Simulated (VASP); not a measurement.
Input of a VASP 6.6.1 run:

Contents of INCAR:

```
PREC = Accurate
ENCUT = 520
EDIFF = 1E-6
ISMEAR = -1
SIGMA = 0.1
LREAL = F
LASPH = T
NELM = 100
ALGO = Normal
ISIF = 2
LWAVE = F
LCHARG = F
LDIPOL = T
IDIPOL = 3
DIPOL = 0.5 0.5 0.500
GGA = PE
NBANDS = 30
```

The input KPOINTS:

```
Automatic mesh
0
Gamma
  15 15 1
```

The input POSCAR:

```
ZnCu3
1.0
    2.5665139637      0.0000000000      0.0000000000
   -1.2832569818      2.2226662917      0.0000000000
    0.0000000000      0.0000000000     22.2866000000
Zn Cu
1 3
Direct
    0.0000000000      0.0000000000      0.3602342432
    0.3333333333      0.6666666667      0.4531632598
    0.6666666667      0.3333333333      0.5468367274
    0.0000000000      0.0000000000      0.6397657690
```

Potentials or basis: VASP PAW PBE potentials, release 64 (Zn, Cu).

Run with:

```bash
$ cat potpaw_PBE.64/Zn/POTCAR potpaw_PBE.64/Cu/POTCAR > POTCAR
$ mpirun -np 1 vasp_std > vasp.out
```

Task: What does it give for the largest force?

Result: 0.684 eV/Å.

Task: What does it give for the band gap on the k mesh?

Result: Zero (an odd number of electrons rules out a gap without spin polarisation).

Forces in eV/Å, atoms in the order of the input:
```
Zn   0.000  0.000 -0.684
Cu   0.000  0.000  0.626
Cu   0.000  0.000 -0.006
Cu   0.000  0.000  0.065
```
